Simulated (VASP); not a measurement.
# Os (Immm) in VASP: a series of runs

Runs on Os. Level: r2SCAN. Tasks: single point.

All numbers are computed with VASP 6.6.1; they aren't measurements. Logs are shortened: lines on timing, memory, paths and dates and some standing lists are left out, and cuts for length are marked.

## 1. The cell of the first run

It takes space group Immm (No. 71, orthorhombic). The conventional cell has a = 2.682 Å, b = 2.819 Å, c = 3.890 Å, α = 90.00°, β = 90.00°, γ = 90.00°. Within 3.5 Å of Os (site symmetry mmm) lie 12 Os at 2.68 to 2.82 Å.

## 2. Single point, r2SCAN (strain -0.0500 x Voigt [0, 0, 0, 0, 0, 1])

POSCAR reads:

```
Os
1.0
   -0.0486250000      1.9450000000      1.9450000000
    1.9450000000     -0.0486250000      1.9450000000
    1.8963750000      1.8963750000      0.0000000000
Os
1
Direct
    0.0000000000      0.0000000000      0.0000000000
```

INCAR.step1 reads:

```
  PREC = Accurate
  ENCUT = 520
  ISMEAR = 0
  SIGMA = 0.15
  LREAL = F
  LASPH = T
  NELM = 80
  NBANDS = 10
  GGA = PE
  ALGO = Normal
  EDIFF = 1E-4
  LWAVE = T
  LCHARG = F
```

INCAR.step2 reads:

```
  PREC = Accurate
  ENCUT = 520
  EDIFF = 1E-6
  ISMEAR = 0
  SIGMA = 0.15
  LREAL = F
  LASPH = T
  NELM = 80
  ALGO = Normal
  ISIF = 2
  LWAVE = F
  LCHARG = T
  METAGGA = R2SCAN
  LMIXTAU = T
  LELF = T
  LVHAR = T
  NBANDS = 10
  ISTART = 1
```

KPOINTS reads:

```
regular mesh
0
Gamma
  20 20 20
```

Potentials or basis: VASP PAW PBE potentials, release 64 (Os).

On the command line:

```sh
> cat potpaw_PBE.64/Os/POTCAR > POTCAR
> cp INCAR.step1 INCAR
> mpirun -np 1 vasp_std > vasp.out
> cp INCAR.step2 INCAR
> mpirun -np 1 vasp_std > vasp.out
```

OUTCAR:

```text
PREC = Accurate
   ENCUT = 520
   EDIFF = 1E-6
   ISMEAR = 0
   LREAL = F
   LASPH = T
   NELM = 80
   ISIF = 2
   METAGGA = R2SCAN
   ISTART = 1

 ion  position               nearest neighbor table
   1  0.000  0.000  0.000-

  LATTYP: Found a body centered orthorhombic cell.
 ALAT       =     2.6818792443
 B/A-ratio  =     1.0512820513
 C/A-ratio  =     1.4504754486

  Lattice vectors:

 A1 = (   0.0486250000,  -1.9450000000,  -1.9450000000)
 A2 = (  -0.0486250000,   1.9450000000,  -1.9450000000)
 A3 = (   1.9450000000,  -0.0486250000,   1.9450000000)

Analysis of symmetry for initial positions (statically):
=====================================================================
 Subroutine PRICEL returns:
 Original cell was already a primitive cell.

 Routine SETGRP: Setting up the symmetry group for a
 body centered orthorhombic supercell.

 Subroutine GETGRP returns: Found  8 space group operations
 (whereof  8 operations were pure point group operations)
 out of a pool of  8 trial point group operations.

The static configuration has the point symmetry D_2h.

Analysis of symmetry for dynamics (positions and initial velocities):
=====================================================================
 Subroutine PRICEL returns:
 Original cell was already a primitive cell.

 Routine SETGRP: Setting up the symmetry group for a
 body centered orthorhombic supercell.

 Subroutine GETGRP returns: Found  8 space group operations
 (whereof  8 operations were pure point group operations)
 out of a pool of  8 trial point group operations.

The dynamic configuration has the point symmetry D_2h.

 Subroutine INISYM returns: Found  8 space group operations
 (whereof  8 operations are pure point group operations),
 and found     1 'primitive' translations

----------------------------------------------------------------------------------------

                                     Primitive cell

  volume of cell :      14.7068

  direct lattice vectors                    reciprocal lattice vectors
    -0.048625000  1.945000000  1.945000000    -0.250799423  0.250799423  0.257069409
[... 78 lines left out ...]
   ISPIN  =      1    spin polarized calculation?
   LNONCOLLINEAR =      F non collinear calculations
   LSORBIT =      F    spin-orbit coupling
   LASPH  =      T    aspherical Exc in radial PAW
   ENCUT  =  520.0 eV  38.22 Ry    6.18 a.u.   5.12  5.12  4.99*2*pi/ulx,y,z
   NELM   =     80;   NELMIN=  2; NELMDL=  0     # of ELM steps
   EDIFF  = 0.1E-05   stopping-criterion for ELM
   LREAL  =      F    real-space projection
   EDIFFG = 0.1E-04   stopping-criterion for IOM
   NSW    =      0    number of steps for IOM
   IBRION =     -1    ionic relax: 0-MD 1-quasi-New 2-CG
   NFREE  =      0    steps in history (QN), initial steepest desc. (CG)
   ISIF   =      2    stress and relaxation
   ISYM   =      2    0-nonsym 1-usesym 2-fastsym
   POTIM  = 0.5000    time-step for ionic-motion
   TEBEG  =    0.0;   TEEND  =   0.0 temperature during run
   PSTRESS=    0.0 pullay stress
   NELECT =       8.0000    total number of electrons
   NUPDOWN=      -1.0000    fix difference up-down
   EMIN   =  10.00;   EMAX   =-10.00  energy-range for DOS
   EFERMI =   0.00;   METHOD = LEGACY
   ISMEAR =     0;   SIGMA  =   0.15  broadening in eV -4-tet -1-fermi 0-gaus
   EFERMI_NEDOS =   21; number of points for ismear=-14 and -15
   IALGO  =     38    algorithm
   IMIX   =      4    mixing-type and parameters
     AMIX     =   0.40;   BMIX     =  1.00
     AMIX_MAG =   1.60;   BMIX_MAG =  1.00
  volume/ion in A,a.u.               =      14.71        99.25
  Fermi-wavevector in a.u.,A,eV,Ry     =   1.336387  2.525406 24.299073  1.785931
  Thomas-Fermi vector in A             =   2.465018
   LORBIT       =      0    0 simple, 1 ext, 2 COOP (PROOUT), +10 PAW based schemes
   METAGGA = R2SCAN    functional components
   LHFCALC =     F    Hartree Fock is set to
   AEXX    =    0.0000 exact exchange contribution
   IVDW    =     0    specifies the selected vdW correction
   LEPSILON=     F    determine dielectric tensor
   LRPA    =     F    only Hartree local field effects (RPA)
 non-spin polarized calculation
 Gauss-broadening in eV      SIGMA  =   0.15
  energy-cutoff  :      520.00
  volume of cell :       14.71
 maximum number of plane-waves:       409
   NGX = 11   NGY = 11   NGZ =  9

 number of electron       7.9999999 magnetization

 Free energy of the ion-electron system (eV)
  ---------------------------------------------------
  ext. energy  EPLUGINS =         0.00000000
  ---------------------------------------------------
  free energy    TOTEN  =       -52.79121643 eV

  energy without entropy =      -52.78053506  energy(sigma->0) =      -52.78587575

 E-fermi :   8.4233     XC(G=0): -15.0538

 val. band max:        8.4220208970   @ k =   0.4000   0.1000   0.3000
 cond. band min:       8.4233266037   @ k =   0.0500   0.0500   0.2000
 fundamental gap:      0.0013057066
 Fermi energy:         8.4233248471

 k-point     1 :       0.0000    0.0000    0.0000
  band No.  band energies     occupation
      1      -2.4485      2.00000
      2       5.0842      2.00000
      3       5.4218      2.00000
      4       5.9606      2.00000
      5       8.4512      0.79303
      6       8.4642      0.70027
      7      23.3385      0.00000
      8      28.4394      0.00000
      9      29.2662      0.00000
     10      30.0755      0.00000
[... 287 lines left out ...]
 k-point    24 :      -0.3500    0.0500    0.0000
  band No.  band energies     occupation
      1       0.7494      2.00000
      2       5.1990      2.00000
      3       5.9093      2.00000
      4       6.0686      2.00000
      5       9.7782      0.00000
      6      10.1129      0.00000
      7      19.5701      0.00000
      8      24.4057      0.00000
      9      30.0889      0.00000
     10      32.7801      0.00000

 [... further k-points ...]
[... 5 lines left out ...]
  --------------------------------------------------------------------------------------
  -------------------------------------------------------------------------------------
  Total       -1.3425106     -1.3425106     -1.4876406      1.2968351      0.0000000      0.0000000
  in kB     -146.2551007   -146.2551007   -162.0657738    141.2791406      0.0000000      0.0000000
  external PRESSURE =    -151.5253250 kB  Pullay stress =       0.0000000 kB

 VOLUME and BASIS-vectors are now :
 -----------------------------------------------------------------------------
  energy-cutoff  :      520.00
  volume of cell :       14.71
      direct lattice vectors                 reciprocal lattice vectors
    -0.048625000  1.945000000  1.945000000    -0.250799423  0.250799423  0.257069409
     1.945000000 -0.048625000  1.945000000     0.250799423 -0.250799423  0.257069409
     1.896375000  1.896375000  0.000000000     0.263660932  0.263660932 -0.257069409

 POSITION                                       TOTAL-FORCE (eV/Angst)
 -----------------------------------------------------------------------------------
      0.00000      0.00000      0.00000         0.000000      0.000000      0.000000
 -----------------------------------------------------------------------------------
    total drift:                                0.000000      0.000000     -0.000000

  FREE ENERGIE OF THE ION-ELECTRON SYSTEM (eV)
  ---------------------------------------------------
  free  energy   TOTEN  =       -52.7912164347 eV

  energy  without entropy=      -52.7805350643  energy(sigma->0) =      -52.78587575
```

OSZICAR.step1:

```text
N       E                     dE             d eps       ncg     rms          rms(c)
DAV:   1     0.351636752879E+02    0.35164E+02   -0.41651E+03 24088   0.740E+02
DAV:   2    -0.106793338157E+02   -0.45843E+02   -0.42515E+02 24032   0.196E+02
DAV:   3    -0.117869338808E+02   -0.11076E+01   -0.11014E+01 27442   0.285E+01
DAV:   4    -0.117897984054E+02   -0.28645E-02   -0.28642E-02 25334   0.161E+00
DAV:   5    -0.117898084498E+02   -0.10044E-04   -0.10043E-04 25984   0.877E-02    0.148E+01
DAV:   6    -0.112248523858E+02    0.56496E+00   -0.66362E-01 27906   0.644E+00    0.641E+00
DAV:   7    -0.110746556314E+02    0.15020E+00   -0.42422E-01 29218   0.488E+00    0.390E-01
DAV:   8    -0.110723251135E+02    0.23305E-02   -0.19127E-03 24170   0.354E-01    0.301E-01
DAV:   9    -0.110706461441E+02    0.16790E-02   -0.96617E-04 25598   0.323E-01    0.158E-02
DAV:  10    -0.110706405733E+02    0.55708E-05   -0.10831E-05 12768   0.243E-02
   1 F= -.11070641E+02 E0= -.11065144E+02  d E =-.109925E-01
```

Wall time 3.1 min (1 thread of Intel Xeon 6975P-C (Granite Rapids), shared host); peak memory 0.28 GiB.

Results:

```yaml
Free_energy: -52.7912 eV
Pressure: -15.2 GPa
Band_gap_on_the_k_mesh: zero (bands 4 and 5 overlap by 3.79 eV)
```

Caveat: the cell differs from its parent crystal (strain -0.0500 x Voigt [0, 0, 0, 0, 0, 1]); the cell stands under tension; the PAW data sets were made with another functional, which shifts forces and pressure a little; spin-orbit coupling is left out, which moves the levels of the heavy elements.

[end of part 1 of 3]
